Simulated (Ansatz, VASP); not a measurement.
# Si3Sn in VASP and in Ansatz

The input INCAR:

```
SYSTEM = Si3Sn
  PREC = Accurate
  ENCUT = 600
  EDIFF = 1E-6
  ISMEAR = 0
  SIGMA = 0.1
  LREAL = .False.
  LASPH = .True.
  NELM = 60
  ALGO = Normal
  ISIF = 3
  LWAVE = .False.
  LCHARG = .False.
  GGA = PE
  IBRION = 2
  NSW = 100
  EDIFFG = -0.01
```

File KPOINTS:

```
regular mesh
0
Gamma
  18 18 6
  0 0 0
```

POSCAR

```
Si3Sn
1.0
    3.0474871002      0.0000000000      0.0000000000
   -1.5237435501      2.6392012465      0.0000000000
    0.0000000000      0.0000000000      9.1483777141
Si Sn
3 1
Direct
    0.3333333333      0.6666666667      0.0000000000
    0.6666666667      0.3333333333      0.2095603828
    0.6666666667      0.3333333333      0.7904396172
    0.3333333333      0.6666666667      0.5000000000
```

Input for Ansatz:

```yaml
crystal:
  lattice:
    - [3.0474871002, 0.0, 0.0]
    - [-1.5237435501, 2.6392012465, 0.0]
    - [0.0, 0.0, 9.1483777141]
  atoms:
    - { symbol: Si, position: [0.3333333333, 0.6666666667, 0.0] }
    - { symbol: Si, position: [0.6666666667, 0.3333333333, 0.2095603828] }
    - { symbol: Si, position: [0.6666666667, 0.3333333333, 0.7904396172] }
    - { symbol: Sn, position: [0.3333333333, 0.6666666667, 0.5] }
basis:
  ecutwfc: 420
kpoints:
  mp_grid: { grid: [18, 18, 6] }
hamiltonian:
  xc: pbe
scf:
  occupations: { method: gaussian, width: 0.1 }
output:
  forces: true
  stress: true
  eigenvalues: true
  write_density: true
  write_potential: true
  elf: true
  volumetric_format: npy
relax:
  adjacent_minimum: "off"
  f_tol: 0.01
  max_steps: 80
  cell: { stress_tol: 0.05 }
```

Alike in both runs: task relaxation of cell and atoms; functional PBE; k mesh 18 × 18 × 6; occupations gaussian, width 0.1 eV; no spin polarisation.

|  | VASP | Ansatz |
| --- | --- | --- |
| version | VASP 6.6.1 | Ansatz 0.2.0 |
| potentials or method | VASP PAW PBE potentials, release 64 (Si, Sn_d), cutoff 600 eV | scalar-relativistic, plane waves, PAW |
| valence electrons in the cell | 26 | 26 |

Ansatz gave:

- gap on the k mesh at the Fermi level, each at its own relaxed structure (eV): none
- relaxed volume (Å³/atom): 19.73
- relaxed cell length with the largest relative difference (Å): 7.173

Task: Estimate VASP's values.

Result: gap on the k mesh at the Fermi level, each at its own relaxed structure (eV): none; relaxed volume (Å³/atom): 19.72; relaxed cell length with the largest relative difference (Å): 7.166.

A gap of «none» marks a metal or a gap that the smearing closes.
